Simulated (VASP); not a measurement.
Y:

```
Y
1.0
     3.60775    0.00000    0.00000
    -1.80387    3.12440    0.00000
     0.00000    0.00000    5.84455
Y
2
Direct
  0.33333 0.66667 0.25000
  0.66667 0.33333 0.75000
```

```yaml
Program: VASP 6.6.1
Task: relaxation of cell and atoms
Functional: PBE
Potentials_or_basis: VASP PAW PBE potentials, release 64 (Y_sv)
Cutoff: 600 eV
k_mesh: 14 × 14 × 7
Occupations: fermi-dirac, width 0.05 eV
Spin: no spin polarisation
```

At the start: pressure -0.2 GPa; volume 32.94 Å³/atom.

Where does the relaxation end?

Over 6 steps the energy falls by 6.5 meV/atom and the volume is 32.82 Å³/atom (-0.4 %); space group P6_3/mmc (No. 194, to 0.1 Å) before and after.

Step by step:
```csv
step,energy change (eV),largest force (eV/Å),pressure (GPa),volume (Å³)
1,0.0000,0.0000,-0.17,65.88
2,-0.0104,0.0000,0.06,65.53
3,-0.0128,0.0000,0.23,65.28
4,-0.0128,0.0000,0.24,65.25
5,-0.0131,0.0000,-0.07,65.77
6,-0.0131,0.0000,-0.01,65.64
```

Final structure:
```
CELL_PARAMETERS angstrom
3.65311 0.00000 0.00000
-1.82656 3.16369 0.00000
0.00000 0.00000 5.67942
ATOMIC_POSITIONS crystal
Y 0.33333 0.66667 0.25000
Y 0.66667 0.33333 0.75000
```
